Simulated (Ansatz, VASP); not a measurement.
Two plane-wave programs on Hf5TiN6

```xyz
12
Lattice="3.1286 0.0000 0.0000 -1.5643 2.7094 0.0000 0.0000 0.0000 16.2056" Properties=species:S:1:pos:R:3 pbc="T T T"
Hf    0.0000    1.8063    2.6163
Hf    0.0000    1.8063    8.1028
Hf    0.0000    1.8063   13.5893
Hf    0.0000    0.0000    5.3604
Hf    0.0000    0.0000   10.8452
Ti    0.0000    0.0000    0.0000
N     1.5643    0.9031   14.9324
N     1.5643    0.9031    3.9999
N     1.5643    0.9031    9.4702
N     1.5643    0.9031    1.2732
N     1.5643    0.9031    6.7354
N     1.5643    0.9031   12.2057
```

Alike in both runs: task single point; functional PBE; k mesh 12 × 12 × 4; occupations gaussian, width 0.1 eV; no spin polarisation.

|  | VASP | Ansatz |
| --- | --- | --- |
| version | VASP 6.6.1 | Ansatz 0.2.0 |
| potentials or method | VASP PAW PBE potentials, release 64 (Hf_pv, Ti_sv, N), cutoff 520 eV | scalar-relativistic, plane waves, PAW |
| valence electrons in the cell | 92 | 172 |

```tsv
	VASP	Ansatz	Ansatz less VASP
gap on the k mesh at the Fermi level (eV)	none	none	-
pressure (GPa)	-1.9	0.0	+1.89
rms of the force components (eV/Å)	0.028	0.000	-0.0273
```

Atom by atom the forces differ by 0.028 eV/Å (rms over components). A gap of «none» marks a metal or a gap that the smearing closes. The functional is the same, so the differences come from potentials, cutoffs and numerics. VASP's potentials hold 92 valence electrons a cell and Ansatz's 172, so a difference there can come from the potentials and not from the codes.

Spin-orbit coupling is off throughout.
